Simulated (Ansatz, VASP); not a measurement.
## Na in VASP and in Ansatz

```xyz
2
Lattice="3.8409 0.0000 0.0000 -1.9204 3.3263 0.0000 0.0000 0.0000 6.2747" Properties=species:S:1:pos:R:3 pbc="T T T"
Na    0.0000    2.2175    1.5687
Na    1.9204    1.1088    4.7060
```

Change from the starting cell: volume scaled by 1.06.

Alike in both runs: task single point; functional LDA; k mesh 11 × 11 × 6; occupations fermi-dirac, width 0.05 eV; no spin polarisation.

|  | VASP | Ansatz |
| --- | --- | --- |
| version | VASP 6.6.1 | Ansatz 0.2.0 |
| potentials or method | VASP PAW LDA potentials, release 64 (Na_pv), cutoff 520 eV | all-electron LAPW, scalar-relativistic |

VASP gave:

* pressure (GPa): -1.1
* traceless stress, the component that is largest in VASP (GPa): 0.15

Which values does Ansatz return?

Pressure (GPa): -1.2; traceless stress, the component that is largest in VASP (GPa): 0.16.

LDA's correlation is that of Perdew and Zunger in VASP and of Perdew and Wang (1992) in Ansatz. Ansatz ran all-electron here, and VASP with PAW potentials.
